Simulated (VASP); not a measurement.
Here is a VASP 6.6.1 calculation.

INCAR

```
SYSTEM = SnO2
PREC = Accurate
ENCUT = 600
EDIFF = 1E-7
ISMEAR = 0
SIGMA = 0.02
LREAL = .False.
LASPH = .True.
NELM = 60
ALGO = Normal
ISIF = 3
LWAVE = .False.
LCHARG = .False.
GGA = PE
IBRION = 2
NSW = 80
EDIFFG = -0.01
```

File KPOINTS:

```
regular mesh
0
Gamma
  8 8 6
  0 0 0
```

POSCAR

```
SnO2
1.0
    3.5934111775      0.0000000000      0.0000000000
    0.0000000000      3.5934111775      0.0000000000
    0.0000000000      0.0000000000      5.5332837485
Sn O
2 4
Direct
    0.5000000000      0.5000000000      0.5000000000
    0.0000000000      0.0000000000      0.0000000000
    0.0000000000      0.5000000000      0.6768297754
    0.5000000000      0.0000000000      0.8231702246
    0.5000000000      0.0000000000      0.3231702246
    0.0000000000      0.5000000000      0.1768297754
```

Potentials or basis: VASP PAW PBE potentials, release 64 (Sn_d, O).

Command:

```sh
$ cat potpaw_PBE.64/Sn_d/POTCAR potpaw_PBE.64/O/POTCAR > POTCAR
$ mpirun -np 1 vasp_std > vasp.out
```

Task: Predict the space group after relaxing (to 0.1 Å).

Result: P4_2/nmc (No. 137).

Task: Predict the band gap on the k mesh.

Result: 0.74 eV (least direct gap 0.80 eV).

Task: Predict the relaxed volume.

Result: 11.89 Å³/atom.

Final structure:
```cif
data_structure
_symmetry_space_group_name_H-M 'P 1'
_symmetry_Int_Tables_number 1
_cell_length_a 3.5969
_cell_length_b 3.5969
_cell_length_c 5.5131
_cell_angle_alpha 90.000
_cell_angle_beta 90.000
_cell_angle_gamma 90.000
_cell_volume 71.33
loop_
_atom_site_label
_atom_site_type_symbol
_atom_site_fract_x
_atom_site_fract_y
_atom_site_fract_z
_atom_site_occupancy
Sn1 Sn 0.50000 0.50000 0.50000 1
Sn2 Sn 0.00000 0.00000 0.00000 1
O1 O 0.00000 0.50000 0.67835 1
O2 O 0.50000 0.00000 0.82165 1
O3 O 0.50000 0.00000 0.32165 1
O4 O 0.00000 0.50000 0.17835 1
```

Caveat: spin-orbit coupling is left out, which moves the levels of the heavy elements. A k mesh can miss the band edges.
